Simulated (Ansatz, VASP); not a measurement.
**One calculation of RbBr, two programs**

Contents of INCAR:

```
SYSTEM = RbBr
  PREC = Accurate
  ENCUT = 520
  EDIFF = 1E-6
  ISMEAR = -1
  SIGMA = 0.1
  LREAL = .FALSE.
  LASPH = .TRUE.
  NELM = 100
  ALGO = Normal
  ISIF = 2
  LWAVE = .FALSE.
  LCHARG = .FALSE.
  GGA = CA
  NBANDS = 15
```

KPOINTS

```
regular mesh
0
G
  12 12 12
  0 0 0
```

Contents of POSCAR:

```
RbBr
1.0
    3.3441547396      0.0000000000      0.0000000000
    0.0000000000      3.3441547396      0.0000000000
    0.0000000000      0.0000000000      3.3441547396
Rb Br
1 1
Direct
    0.0000000000      0.0000000000      0.0000000000
    0.5000000000      0.5000000000      0.5000000000
```

Input for Ansatz:

```yaml
crystal:
  lattice:
    - [3.3441547396, 0.0, 0.0]
    - [0.0, 3.3441547396, 0.0]
    - [0.0, 0.0, 3.3441547396]
  atoms:
    - { symbol: Rb, position: [0.0, 0.0, 0.0] }
    - { symbol: Br, position: [0.5, 0.5, 0.5] }
kpoints:
  mp_grid: { grid: [12, 12, 12] }
scf:
  occupations: { method: fermi_dirac, width: 0.1 }
hamiltonian:
  xc: lda
  pseudopotentials: { kind: all_electron, datasets: crystal }
output:
  forces: true
  stress: true
  eigenvalues: true
```

Change from the starting cell: volume scaled by 0.6, crystal datasets.

Alike in both runs: task single point; functional LDA; k mesh 12 × 12 × 12; occupations fermi-dirac, width 0.1 eV; no spin polarisation.

|  | VASP | Ansatz |
| --- | --- | --- |
| version | VASP 6.6.1 | Ansatz 0.2.0 |
| potentials or method | VASP PAW LDA potentials, release 64 (Rb_sv, Br), cutoff 520 eV | all-electron PAW with datasets made for the crystal, scalar-relativistic |

|  | VASP | Ansatz | Ansatz less VASP |
| --- | --- | --- | --- |
| pressure (GPa) | 42.2 | 41.2 | -1.00 |

LDA's correlation is that of Perdew and Zunger in VASP and of Perdew and Wang (1992) in Ansatz. Both programs put the cell under a high pressure, so it lies far from rest at this level. Ansatz ran all-electron here, and VASP with PAW potentials.
